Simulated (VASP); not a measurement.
# Pd (Im-3m) in VASP: single point with PBE

Aim: the single point of Pd with PBE.

Program: VASP 6.6.1. These are calculated values, not measurements. Logs are shortened: lines on timing, memory, paths and dates and some standing lists are left out, and cuts for length are marked.

## Step 1: The cell of the first run

The structure is cubic, space group Im-3m (No. 229). The conventional cell has a = 3.199 Å, b = 3.199 Å, c = 3.199 Å, α = 90.00°, β = 90.00°, γ = 90.00°. Within 3.7 Å of Pd (site symmetry m-3m) lie 14 Pd at 2.77 to 3.20 Å.

## Step 2: Single point, PBE

Input file INCAR:

```
ALGO = Normal ; EDIFF = 1E-6
ENCUT = 520 ; GGA = PE
ISIF = 2 ; ISMEAR = -1
LASPH = True ; LCHARG = False
LREAL = False ; LWAVE = False
NBANDS = 11 ; NELM = 100
PREC = Accurate ; SIGMA = 0.06122561905347299
```

Input file KPOINTS:

```
k-points
0
Gamma
  49 49 49
```

Input file POSCAR:

```
Pd
1.0
   -1.5994904106      1.5994904106      1.5994904106
    1.5994904106     -1.5994904106      1.5994904106
    1.5994904106      1.5994904106     -1.5994904106
Pd
1
Direct
    0.0000000000      0.0000000000      0.0000000000
```

Potentials or basis: VASP PAW PBE potentials, release 64 (Pd).

Command:

```bash
$ cat potpaw_PBE.64/Pd/POTCAR > POTCAR
$ mpirun -np 1 vasp_std > vasp.out
```

OUTCAR:

```text
EDIFF = 1E-6
   ENCUT = 520
   GGA = PE
   ISIF = 2
   ISMEAR = -1
   LASPH = True
   LREAL = False
   NELM = 100
   PREC = Accurate

 ion  position               nearest neighbor table
   1  0.000  0.000  0.000-

  LATTYP: Found a body centered cubic cell.
 ALAT       =     3.1989808212

  Lattice vectors:

 A1 = (  -1.5994904106,   1.5994904106,   1.5994904106)
 A2 = (   1.5994904106,  -1.5994904106,   1.5994904106)
 A3 = (   1.5994904106,   1.5994904106,  -1.5994904106)

Analysis of symmetry for initial positions (statically):
=====================================================================
 Subroutine PRICEL returns:
 Original cell was already a primitive cell.

 Routine SETGRP: Setting up the symmetry group for a
 body centered cubic supercell.

 Subroutine GETGRP returns: Found 48 space group operations
 (whereof 48 operations were pure point group operations)
 out of a pool of 48 trial point group operations.

The static configuration has the point symmetry O_h .

Analysis of symmetry for dynamics (positions and initial velocities):
=====================================================================
 Subroutine PRICEL returns:
 Original cell was already a primitive cell.

 Routine SETGRP: Setting up the symmetry group for a
 body centered cubic supercell.

 Subroutine GETGRP returns: Found 48 space group operations
 (whereof 48 operations were pure point group operations)
 out of a pool of 48 trial point group operations.

The dynamic configuration has the point symmetry O_h .

 Subroutine INISYM returns: Found 48 space group operations
 (whereof 48 operations are pure point group operations),
 and found     1 'primitive' translations

----------------------------------------------------------------------------------------

                                     Primitive cell

  volume of cell :      16.3684

  direct lattice vectors                    reciprocal lattice vectors
    -1.599490411  1.599490411  1.599490411     0.000000000  0.312599561  0.312599561
     1.599490411 -1.599490411  1.599490411     0.312599561  0.000000000  0.312599561
     1.599490411  1.599490411 -1.599490411     0.312599561  0.312599561  0.000000000

  length of vectors
     2.770398657  2.770398657  2.770398657     0.442082539  0.442082539  0.442082539

  position of ions in fractional coordinates (direct lattice)
     0.000000000  0.000000000  0.000000000

  ion indices of the primitive-cell ions
   primitive index   ion index
                 1           1

----------------------------------------------------------------------------------------

 KPOINTS: k-points

Automatic generation of k-mesh.
 Grid dimensions read from file:
 generate k-points for:   49   49   49

 Generating k-lattice:

  Cartesian coordinates                     Fractional coordinates (reciprocal lattice)
     0.000000000  0.006379583  0.006379583     0.020408163  0.000000000  0.000000000
     0.006379583  0.000000000  0.006379583     0.000000000  0.020408163  0.000000000
     0.006379583  0.006379583  0.000000000     0.000000000  0.000000000  0.020408163

  Length of vectors
     0.009022093  0.009022093  0.009022093

  Shift w.r.t. Gamma in fractional coordinates (k-lattice)
     0.000000000  0.000000000  0.000000000

 Subroutine IBZKPT returns following result:
 ===========================================

 Found   2925 irreducible k-points:

 Following reciprocal coordinates:
            Coordinates               Weight
  0.000000  0.000000  0.000000      1.000000
  0.020408  0.000000  0.000000     12.000000
  0.040816  0.000000  0.000000     12.000000
  0.061224  0.000000  0.000000     12.000000
  0.081633  0.000000  0.000000     12.000000
  0.102041  0.000000  0.000000     12.000000
[... 16 lines left out ...]
  0.448980  0.000000  0.000000     12.000000
  0.469388  0.000000  0.000000     12.000000
 [... further k-points ...]
   k-points           NKPTS =   2925   k-points in BZ     NKDIM =   2925   number of bands    NBANDS=     11
   number of dos      NEDOS =    301   number of ions     NIONS =      1
   total plane-waves  NPLWV =  13824
   dimension x,y,z NGX =    24 NGY =   24 NGZ =   24
   dimension x,y,z NGXF=    48 NGYF=   48 NGZF=   48
   ions per type =               1
   NGX,Y,Z   is equivalent  to a cutoff of  14.40, 14.40, 14.40 a.u.
   NGXF,Y,Z  is equivalent  to a cutoff of  28.80, 28.80, 28.80 a.u.
 SYSTEM =  unknown system
   PREC   = accura    normal or accurate (medium, high low for compatibility)
   ISTART =      0    job   : 0-new  1-cont  2-samecut
   ICHARG =      2    charge: 1-file 2-atom 10-const
   ISPIN  =      1    spin polarized calculation?
   LNONCOLLINEAR =      F non collinear calculations
   LSORBIT =      F    spin-orbit coupling
   LASPH  =      T    aspherical Exc in radial PAW
   ENCUT  =  520.0 eV  38.22 Ry    6.18 a.u.   5.15  5.15  5.15*2*pi/ulx,y,z
   NELM   =    100;   NELMIN=  2; NELMDL= -5     # of ELM steps
   EDIFF  = 0.1E-05   stopping-criterion for ELM
   LREAL  =      F    real-space projection
   EDIFFG = 0.1E-04   stopping-criterion for IOM
   NSW    =      0    number of steps for IOM
   IBRION =     -1    ionic relax: 0-MD 1-quasi-New 2-CG
   NFREE  =      0    steps in history (QN), initial steepest desc. (CG)
   ISIF   =      2    stress and relaxation
   ISYM   =      2    0-nonsym 1-usesym 2-fastsym
   POTIM  = 0.5000    time-step for ionic-motion
   TEBEG  =    0.0;   TEEND  =   0.0 temperature during run
   PSTRESS=    0.0 pullay stress
   NELECT =      10.0000    total number of electrons
   NUPDOWN=      -1.0000    fix difference up-down
   EMIN   =  10.00;   EMAX   =-10.00  energy-range for DOS
   EFERMI =   0.00;   METHOD = LEGACY
   ISMEAR =    -1;   SIGMA  =   0.06  broadening in eV -4-tet -1-fermi 0-gaus
   EFERMI_NEDOS =   21; number of points for ismear=-14 and -15
   IALGO  =     38    algorithm
   IMIX   =      4    mixing-type and parameters
     AMIX     =   0.40;   BMIX     =  1.00
     AMIX_MAG =   1.60;   BMIX_MAG =  1.00
  volume/ion in A,a.u.               =      16.37       110.46
  Fermi-wavevector in a.u.,A,eV,Ry     =   1.389120  2.625057 26.254553  1.929655
  Thomas-Fermi vector in A             =   2.513181
   LORBIT       =      0    0 simple, 1 ext, 2 COOP (PROOUT), +10 PAW based schemes
   GGA     = PE    functional components
   LHFCALC =     F    Hartree Fock is set to
   AEXX    =    0.0000 exact exchange contribution
   IVDW    =     0    specifies the selected vdW correction
   LEPSILON=     F    determine dielectric tensor
   LRPA    =     F    only Hartree local field effects (RPA)
 non-spin polarized calculation
  energy-cutoff  :      520.00
  volume of cell :       16.37
 maximum number of plane-waves:       466
 NGX is ok and might be reduce to    24
   NGX = 11   NGY = 11   NGZ = 11

 number of electron      10.0000000 magnetization

 number of electron       9.9999998 magnetization

 Free energy of the ion-electron system (eV)
  ---------------------------------------------------
  ext. energy  EPLUGINS =         0.00000000
  ---------------------------------------------------
  free energy    TOTEN  =        -5.15584936 eV

  energy without entropy =       -5.13778113  energy(sigma->0) =       -5.14681525

 E-fermi :   8.1272     XC(G=0): -12.5393

 val. band max:        8.1270775003   @ k =  -0.4286   0.4286   0.3878
 cond. band min:       8.1273128508   @ k =  -0.4286  -0.4286   0.1224
 fundamental gap:      0.0002353504
 Fermi energy:         8.1271630021

 k-point     1 :       0.0000    0.0000    0.0000
  band No.  band energies     occupation
      1       1.7698      2.00000
      2       5.6139      2.00000
      3       5.6139      2.00000
      4       5.6139      2.00000
      5       7.3175      2.00000
      6       7.3175      2.00000
      7      27.2569      0.00000
      8      27.2569      0.00000
      9      27.2569      0.00000
     10      34.7491      0.00000
     11      34.7491      0.00000

 k-point     2 :       0.0204    0.0000    0.0000
  band No.  band energies     occupation
      1       1.7846      2.00000
      2       5.6092      2.00000
      3       5.6142      2.00000
      4       5.6237      2.00000
      5       7.3119      2.00000
      6       7.3178      2.00000
      7      27.2427      0.00000
      8      27.2588      0.00000
      9      27.2729      0.00000
     10      34.3915      0.00000
     11      34.6182      0.00000

 k-point     3 :       0.0408    0.0000    0.0000
  band No.  band energies     occupation
      1       1.8287      2.00000
      2       5.5954      2.00000
      3       5.6151      2.00000
      4       5.6531      2.00000
      5       7.2956      2.00000
      6       7.3188      2.00000
      7      27.1972      0.00000
      8      27.2625      0.00000
      9      27.3204      0.00000
     10      33.8337      0.00000
     11      34.2725      0.00000

 k-point     4 :       0.0612    0.0000    0.0000
  band No.  band energies     occupation
      1       1.9017      2.00000
      2       5.5727      2.00000
      3       5.6163      2.00000
      4       5.7019      2.00000
      5       7.2698      2.00000
      6       7.3205      2.00000
      7      27.1126      0.00000
      8      27.2623      0.00000
      9      27.3987      0.00000
     10      33.2941      0.00000
     11      33.8089      0.00000

 k-point     5 :       0.0816    0.0000    0.0000
  band No.  band energies     occupation
      1       2.0025      2.00000
      2       5.5417      2.00000
      3       5.6178      2.00000
      4       5.7697      2.00000
      5       7.2367      2.00000
      6       7.3230      2.00000
      7      26.9760      0.00000
      8      27.2486      0.00000
      9      27.5066      0.00000
     10      32.8113      0.00000
     11      33.3013      0.00000
[... 211 lines left out ...]
 k-point    21 :       0.4082    0.0000    0.0000
  band No.  band energies     occupation
      1       3.6650      2.00000
      2       4.6703      2.00000
      3       7.1877      2.00000
      4       7.4826      1.99995
      5       8.3149      0.08904
      6       8.5018      0.00439
      7      16.9387      0.00000
      8      23.3759      0.00000
      9      25.6589      0.00000
     10      30.7422      0.00000
     11      32.0338      0.00000

 k-point    22 :       0.4286    0.0000    0.0000
  band No.  band energies     occupation
      1       3.6395      2.00000
      2       4.6409      2.00000
      3       7.2105      2.00000
      4       7.4918      1.99994
      5       8.4338      0.01328
      6       8.9077      0.00001
      7      16.3488      0.00000
      8      23.2280      0.00000
      9      25.3930      0.00000
     10      30.8529      0.00000
     11      32.1321      0.00000

 k-point    23 :       0.4490    0.0000    0.0000
  band No.  band energies     occupation
      1       3.6181      2.00000
      2       4.6185      2.00000
      3       7.2278      2.00000
      4       7.4990      1.99993
      5       8.5265      0.00293
      6       9.2683      0.00000
      7      15.8516      0.00000
      8      23.1160      0.00000
      9      25.1895      0.00000
     10      30.9368      0.00000
     11      32.2176      0.00000

 k-point    24 :       0.4694    0.0000    0.0000
  band No.  band energies     occupation
      1       3.6028      2.00000
      2       4.6035      2.00000
      3       7.2396      2.00000
      4       7.5040      1.99992
      5       8.5902      0.00104
      6       9.5464      0.00000
      7      15.4828      0.00000
      8      23.0408      0.00000
      9      25.0518      0.00000
     10      30.9931      0.00000
     11      32.2822      0.00000

 [... further k-points ...]

------------------------ aborting loop because EDIFF is reached ----------------------------------------

  FORCE on cell =-STRESS in cart. coord.  units (eV):
  Direction    XX          YY          ZZ          XY          YZ          ZX
  --------------------------------------------------------------------------------------
  -------------------------------------------------------------------------------------
  Total       -0.8428579     -0.8428579     -0.8428579      0.0000000      0.0000000     -0.0000000
  in kB      -82.5011543    -82.5011543    -82.5011543      0.0000000      0.0000000     -0.0000000
  external PRESSURE =     -82.5011543 kB  Pullay stress =       0.0000000 kB

 VOLUME and BASIS-vectors are now :
 -----------------------------------------------------------------------------
  energy-cutoff  :      520.00
  volume of cell :       16.37
      direct lattice vectors                 reciprocal lattice vectors
    -1.599490411  1.599490411  1.599490411     0.000000000  0.312599561  0.312599561
     1.599490411 -1.599490411  1.599490411     0.312599561  0.000000000  0.312599561
     1.599490411  1.599490411 -1.599490411     0.312599561  0.312599561  0.000000000

 POSITION                                       TOTAL-FORCE (eV/Angst)
 -----------------------------------------------------------------------------------
      0.00000      0.00000      0.00000        -0.000000      0.000000     -0.000000
 -----------------------------------------------------------------------------------
    total drift:                               -0.000000      0.000000     -0.000000

  FREE ENERGIE OF THE ION-ELECTRON SYSTEM (eV)
  ---------------------------------------------------
  free  energy   TOTEN  =        -5.1558493614 eV

  energy  without entropy=       -5.1377811291  energy(sigma->0) =       -5.14681525
```

Wall time 2.2 min (1 thread of Intel Xeon 6975P-C (Granite Rapids), shared host); peak memory 0.61 GiB.

What came out:

| Item | Value |
| --- | --- |
| Free energy | -5.1558 eV |
| Pressure | -8.3 GPa |
| Band gap on the k mesh | zero (band 5 reaches 8.62 eV, above the bottom of band 6 at 7.22 eV) |
